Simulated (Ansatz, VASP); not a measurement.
Two plane-wave programs on Pt

```xyz
2
Lattice="2.7534 0.0000 0.0000 -1.3767 2.3845 0.0000 0.0000 0.0000 4.7555" Properties=species:S:1:pos:R:3 pbc="T T T"
Pt    1.3767    0.7948    3.5666
Pt    0.0000    1.5897    1.1889
```

Change from the starting cell: mode 1 frozen in at +0.000 Å, equal normal strain along x, y and z +0.0167.

Alike in both runs: task single point; functional LDA; k mesh 18 × 18 × 10; occupations gaussian, width 0.15 eV; no spin polarisation.

```csv
,VASP,Ansatz
version,VASP 6.6.1,Ansatz 0.2.0
potentials or method,"VASP PAW LDA potentials, release 64 (Pt), cutoff 520 eV","scalar-relativistic, plane waves, PAW"
valence electrons in the cell,20,36
```

Ansatz gave:

```
gap on the k mesh at the Fermi level (eV)                     : none
pressure (GPa)                                                : -13.0
traceless stress, the component that is largest in VASP (GPa) : 0.80
```

Task: Which values does VASP return?

Result: gap on the k mesh at the Fermi level (eV): none; pressure (GPa): -12.5; traceless stress, the component that is largest in VASP (GPa): 0.47.

LDA's correlation is that of Perdew and Zunger in VASP and of Perdew and Wang (1992) in Ansatz. A gap of «none» marks a metal or a gap that the smearing closes. VASP's potentials hold 20 valence electrons a cell and Ansatz's 36, so a difference there can come from the potentials and not from the codes.

Neither program's run includes spin-orbit coupling.
